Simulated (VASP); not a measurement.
# Cu (Fm-3m) in VASP: further runs

The runs below take Cu through single point, with r2SCAN.

Everything below comes from runs of VASP 6.6.1. Logs are shortened: lines on timing, memory, paths and dates and some standing lists are left out, and cuts for length are marked.

## 1. The cell of the first run

The structure is cubic, space group Fm-3m (No. 225). The conventional cell has a = 3.615 Å, b = 3.615 Å, c = 3.615 Å, α = 90.00°, β = 90.00°, γ = 90.00°. Within 3.4 Å of Cu (site symmetry m-3m) lie 12 Cu at 2.56 Å.

## 2. Single point, r2SCAN

Input file POSCAR:

```
Cu
1.0
    0.0000000000      1.8075000000      1.8075000000
    1.8075000000      0.0000000000      1.8075000000
    1.8075000000      1.8075000000      0.0000000000
Cu
1
Direct
    0.0000000000      0.0000000000      0.0000000000
```

Input file INCAR.step1:

```
SYSTEM = Cu
PREC = Accurate
ENCUT = 520
ISMEAR = 1
SIGMA = 0.1
LREAL = .FALSE.
LASPH = .TRUE.
NELM = 60
NBANDS = 12
GGA = PE
ALGO = Normal
EDIFF = 1E-4
LWAVE = .TRUE.
LCHARG = .FALSE.
```

Input file INCAR.step2:

```
SYSTEM = Cu
PREC = Accurate
ENCUT = 520
EDIFF = 1E-6
ISMEAR = 1
SIGMA = 0.1
LREAL = .FALSE.
LASPH = .TRUE.
NELM = 60
ALGO = Normal
ISIF = 2
LWAVE = .FALSE.
LCHARG = .FALSE.
METAGGA = R2SCAN
LMIXTAU = .TRUE.
NBANDS = 12
ISTART = 1
```

Input file KPOINTS:

```
regular mesh
0
G
  4 4 4
  0 0 0
```

Potentials or basis: VASP PAW PBE potentials, release 64 (Cu).

On the command line:

```sh
> cat potpaw_PBE.64/Cu/POTCAR > POTCAR
> cp INCAR.step1 INCAR
> mpirun -np 1 vasp_std > vasp.out
> cp INCAR.step2 INCAR
> mpirun -np 1 vasp_std > vasp.out
```

OUTCAR:

```text
SYSTEM = Cu
   PREC = Accurate
   ENCUT = 520
   EDIFF = 1E-6
   ISMEAR = 1
   LREAL = .FALSE.
   LASPH = .TRUE.
   NELM = 60
   ISIF = 2
   METAGGA = R2SCAN
   ISTART = 1

 ion  position               nearest neighbor table
   1  0.000  0.000  0.000-

  LATTYP: Found a face centered cubic cell.
 ALAT       =     3.6150000000

  Lattice vectors:

 A1 = (   0.0000000000,   1.8075000000,   1.8075000000)
 A2 = (   1.8075000000,   0.0000000000,   1.8075000000)
 A3 = (   1.8075000000,   1.8075000000,   0.0000000000)

Analysis of symmetry for initial positions (statically):
=====================================================================
 Subroutine PRICEL returns:
 Original cell was already a primitive cell.

 Routine SETGRP: Setting up the symmetry group for a
 face centered cubic supercell.

 Subroutine GETGRP returns: Found 48 space group operations
 (whereof 48 operations were pure point group operations)
 out of a pool of 48 trial point group operations.

The static configuration has the point symmetry O_h .

Analysis of symmetry for dynamics (positions and initial velocities):
=====================================================================
 Subroutine PRICEL returns:
 Original cell was already a primitive cell.

 Routine SETGRP: Setting up the symmetry group for a
 face centered cubic supercell.

 Subroutine GETGRP returns: Found 48 space group operations
 (whereof 48 operations were pure point group operations)
 out of a pool of 48 trial point group operations.

The dynamic configuration has the point symmetry O_h .

 Subroutine INISYM returns: Found 48 space group operations
 (whereof 48 operations are pure point group operations),
 and found     1 'primitive' translations

----------------------------------------------------------------------------------------

                                     Primitive cell

  volume of cell :      11.8104

  direct lattice vectors                    reciprocal lattice vectors
     0.000000000  1.807500000  1.807500000    -0.276625173  0.276625173  0.276625173
     1.807500000  0.000000000  1.807500000     0.276625173 -0.276625173  0.276625173
     1.807500000  1.807500000  0.000000000     0.276625173  0.276625173 -0.276625173

  length of vectors
     2.556191014  2.556191014  2.556191014     0.479128854  0.479128854  0.479128854

  position of ions in fractional coordinates (direct lattice)
     0.000000000  0.000000000  0.000000000

  ion indices of the primitive-cell ions
   primitive index   ion index
                 1           1

[... 65 lines left out ...]
   NELECT =      11.0000    total number of electrons
   NUPDOWN=      -1.0000    fix difference up-down
   EMIN   =  10.00;   EMAX   =-10.00  energy-range for DOS
   EFERMI =   0.00;   METHOD = LEGACY
   ISMEAR =     1;   SIGMA  =   0.10  broadening in eV -4-tet -1-fermi 0-gaus
   EFERMI_NEDOS =   21; number of points for ismear=-14 and -15
   IALGO  =     38    algorithm
   IMIX   =      4    mixing-type and parameters
     AMIX     =   0.40;   BMIX     =  1.00
     AMIX_MAG =   1.60;   BMIX_MAG =  1.00
  volume/ion in A,a.u.               =      11.81        79.70
  Fermi-wavevector in a.u.,A,eV,Ry     =   1.598763  3.021224 34.777078  2.556043
  Thomas-Fermi vector in A             =   2.696162
   LORBIT       =      0    0 simple, 1 ext, 2 COOP (PROOUT), +10 PAW based schemes
   METAGGA = R2SCAN    functional components
   LHFCALC =     F    Hartree Fock is set to
   AEXX    =    0.0000 exact exchange contribution
   IVDW    =     0    specifies the selected vdW correction
   LEPSILON=     F    determine dielectric tensor
   LRPA    =     F    only Hartree local field effects (RPA)
 non-spin polarized calculation
 Methfessel and Paxton  Order N= 1 SIGMA  =   0.10
  energy-cutoff  :      520.00
  volume of cell :       11.81
 maximum number of plane-waves:       332
 NGX is ok and might be reduce to    20
   NGX =  9   NGY =  9   NGZ =  9

 number of electron      11.0000002 magnetization

 Free energy of the ion-electron system (eV)
  ---------------------------------------------------
  ext. energy  EPLUGINS =         0.00000000
  ---------------------------------------------------
  free energy    TOTEN  =       -10.64930520 eV

  energy without entropy =      -10.64909497  energy(sigma->0) =      -10.64923513

 E-fermi :   8.2904     XC(G=0): -13.7545

 val. band max:        7.0384799992   @ k =  -0.2500   0.2500   0.0000
 cond. band min:       8.3599375546   @ k =   0.5000   0.2500   0.0000
 fundamental gap:      1.3214575554
 Fermi energy:         8.2903761191

 k-point     1 :       0.0000    0.0000    0.0000
  band No.  band energies     occupation
      1      -2.2764      2.00000
      2       4.2359      2.00000
      3       4.2359      2.00000
      4       4.2359      2.00000
      5       5.0512      2.00000
      6       5.0512      2.00000
      7      30.7961      0.00000
      8      33.8114      0.00000
      9      33.8114      0.00000
     10      33.8118      0.00000
     11      36.1967      0.00000
     12      36.1967      0.00000
[... 91 lines left out ...]
 k-point     8 :      -0.2500    0.5000    0.2500
  band No.  band energies     occupation
      1       3.0626      2.00000
      2       3.7100      2.00000
      3       3.7100      2.00000
      4       5.0113      2.00000
      5       5.7890      2.00000
      6      13.8680      0.00000
      7      13.8682      0.00000
      8      15.9422      0.00000
      9      16.7703      0.00000
     10      36.7638      0.00000
     11      36.7638      0.00000
     12      38.1939      0.00000

------------------------ aborting loop because EDIFF is reached ----------------------------------------

  FORCE on cell =-STRESS in cart. coord.  units (eV):
  Direction    XX          YY          ZZ          XY          YZ          ZX
  --------------------------------------------------------------------------------------
  -------------------------------------------------------------------------------------
  Total       -0.1887826     -0.1887826     -0.1887826      0.0000000      0.0000000      0.0000000
  in kB      -25.6098908    -25.6098908    -25.6098908      0.0000000      0.0000000      0.0000000
  external PRESSURE =     -25.6098908 kB  Pullay stress =       0.0000000 kB

 VOLUME and BASIS-vectors are now :
 -----------------------------------------------------------------------------
  energy-cutoff  :      520.00
  volume of cell :       11.81
      direct lattice vectors                 reciprocal lattice vectors
     0.000000000  1.807500000  1.807500000    -0.276625173  0.276625173  0.276625173
     1.807500000  0.000000000  1.807500000     0.276625173 -0.276625173  0.276625173
     1.807500000  1.807500000  0.000000000     0.276625173  0.276625173 -0.276625173

 POSITION                                       TOTAL-FORCE (eV/Angst)
 -----------------------------------------------------------------------------------
      0.00000      0.00000      0.00000         0.000000      0.000000     -0.000000
 -----------------------------------------------------------------------------------
    total drift:                               -0.000000     -0.000000     -0.000000

  FREE ENERGIE OF THE ION-ELECTRON SYSTEM (eV)
  ---------------------------------------------------
  free  energy   TOTEN  =       -10.6493052022 eV

  energy  without entropy=      -10.6490949729  energy(sigma->0) =      -10.64923513
```

OUTCAR.step1:

```text
SYSTEM = Cu
   PREC = Accurate
   ENCUT = 520
   ISMEAR = 1
   LREAL = .FALSE.
   LASPH = .TRUE.
   NELM = 60
[... 318 lines left out ...]
 -----------------------------------------------------------------------------------
      0.00000      0.00000      0.00000         0.000000     -0.000000     -0.000000
 -----------------------------------------------------------------------------------
    total drift:                               -0.000000     -0.000000     -0.000000

  FREE ENERGIE OF THE ION-ELECTRON SYSTEM (eV)
  ---------------------------------------------------
  free  energy   TOTEN  =        -3.5586702457 eV

  energy  without entropy=       -3.5584600164  energy(sigma->0) =       -3.55860017
```

OSZICAR.step1:

```text
N       E                     dE             d eps       ncg     rms          rms(c)
DAV:   1     0.434841129231E+02    0.43484E+02   -0.56631E+03   208   0.142E+03
DAV:   2    -0.290495199729E+01   -0.46389E+02   -0.42463E+02   192   0.194E+02
DAV:   3    -0.445974606433E+01   -0.15548E+01   -0.15499E+01   240   0.432E+01
DAV:   4    -0.446860345994E+01   -0.88574E-02   -0.88563E-02   236   0.279E+00
DAV:   5    -0.446866893329E+01   -0.65473E-04   -0.65472E-04   232   0.238E-01    0.761E+00
DAV:   6    -0.390310454795E+01    0.56556E+00   -0.13453E+01   232   0.689E+01    0.368E+00
DAV:   7    -0.357186097687E+01    0.33124E+00   -0.20704E+00   228   0.269E+01    0.594E-01
DAV:   8    -0.356001398205E+01    0.11847E-01   -0.44859E-03   220   0.880E-01    0.272E-01
DAV:   9    -0.355866484919E+01    0.13491E-02   -0.79786E-03   228   0.153E+00    0.252E-02
DAV:  10    -0.355867024570E+01   -0.53965E-05   -0.21397E-05   104   0.755E-02
   1 F= -.35586702E+01 E0= -.35586002E+01  d E =-.210229E-03
```

Wall time 16 s (1 thread of AMD EPYC 7R43 (Zen 3), shared host); peak memory 0.09 GiB.

What came out:

- Free energy: -10.6493 eV
- Pressure: -2.6 GPa

Levels at points of the mesh, in eV from the Fermi level:
| k point | band 2 | band 3 | band 4 | band 5 | band 6 | band 7 | band 8 | band 9 | band 10 | band 11 |
| --- | --- | --- | --- | --- | --- | --- | --- | --- | --- | --- |
| (0.00, 0.00, 0.00) | -4.05 | -4.05 | -4.05 | -3.24 | -3.24 | 22.51 | 25.52 | 25.52 | 25.52 | 27.91 |
| (0.50, 0.00, 0.00) | -4.10 | -4.10 | -2.65 | -2.65 | -1.95 | 3.07 | 20.99 | 22.25 | 22.25 | 25.16 |
| (0.50, 0.50, 0.00) | -5.49 | -2.69 | -2.50 | -2.50 | 0.71 | 6.52 | 12.87 | 12.87 | 17.23 | 20.23 |

Caveat: the k points lie up to 0.75 Å⁻¹ apart; the PAW data sets were made with another functional, which shifts forces and pressure a little.

(Continued in part 2 of 2.)
